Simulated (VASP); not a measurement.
## GaP (rocksalt type): single point with PBE

The system is GaP (rocksalt type).

```
CELL_PARAMETERS angstrom
0.00000 2.58047 2.58047
2.58047 0.00000 2.58047
2.58047 2.58047 0.00000
ATOMIC_POSITIONS crystal
Ga 0.00000 0.00000 0.00000
P 0.50000 0.50000 0.50000
```

| Item | Value |
| --- | --- |
| Program | VASP 6.6.1 |
| Task | single point |
| Functional | PBE |
| Potentials or basis | VASP PAW PBE potentials, release 64 (Ga_d, P) |
| Cutoff | 520 eV |
| k mesh | 12 × 12 × 12 |
| Occupations | fermi-dirac, width 0.05 eV |
| Spin | no spin polarisation |
| Dipole correction | no |
| Further INCAR settings | ALGO = Normal; EDIFF = 1e-06; NBANDS = 16 |

The pressure is 0.1 GPa and the band gap on the k mesh is zero (bands 9 and 10 overlap by 3.19 eV).

Levels at points of the mesh, in eV from the Fermi level:
```tsv
k point	band 6	band 7	band 8	band 9	band 10	band 11	band 12	band 13
(0.00, 0.00, 0.00)	-13.14	0.04	0.04	0.04	1.46	7.13	7.13	7.13
(0.50, 0.00, 0.00)	-10.39	-7.74	0.21	0.21	3.09	3.09	3.18	5.21
(0.50, 0.50, 0.00)	-9.32	-5.77	-3.09	-2.61	-2.61	3.46	10.92	10.92
```

It took 74 s on 1 thread of Intel Xeon 8259CL (shared host), peak memory 0.18 GiB.
